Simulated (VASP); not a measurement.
Cu:

```xyz
2
Lattice="2.9511 0.0000 0.0000 0.0000 2.9511 0.0000 0.0000 0.0000 2.8419" Properties=species:S:1:pos:R:3 pbc="T T T"
Cu    0.0000    0.0000    0.0000
Cu    1.4755    1.4755    1.4209
```

This cell differs from its parent crystal: strain along c alone, the other axes held: +3.0 %.

Base run:

- Program: VASP 6.6.1
- Functional: PBE
- Potentials or basis: VASP PAW PBE potentials, release 64 (Cu)
- Cutoff: 520 eV
- k mesh: 14 × 14 × 16
- Occupations: gaussian, width 0.1 eV
- Spin: no spin polarisation

Its results: band gap on the k mesh zero (band 11 reaches 13.17 eV, above the bottom of band 12 at 5.65 eV); pressure -2.8 GPa.

Question: The run is repeated on the same cell with these changes: potentials or basis from VASP PAW PBE potentials, release 64 (Cu) to VASP PAW PBE potentials, release 64 (Cu_sv_GW); cutoff from 520 eV to 700 eV; further incar settings from ALGO = Fast; EDIFF = 1e-06; NBANDS = 18 to ALGO = Normal; EDIFF = 1e-06; NBANDS = 26; valence electrons from 22 to 38. What comes out?

Answer: Band gap on the k mesh zero (band 19 reaches 13.16 eV, above the bottom of band 20 at 5.68 eV); pressure -8.3 GPa.
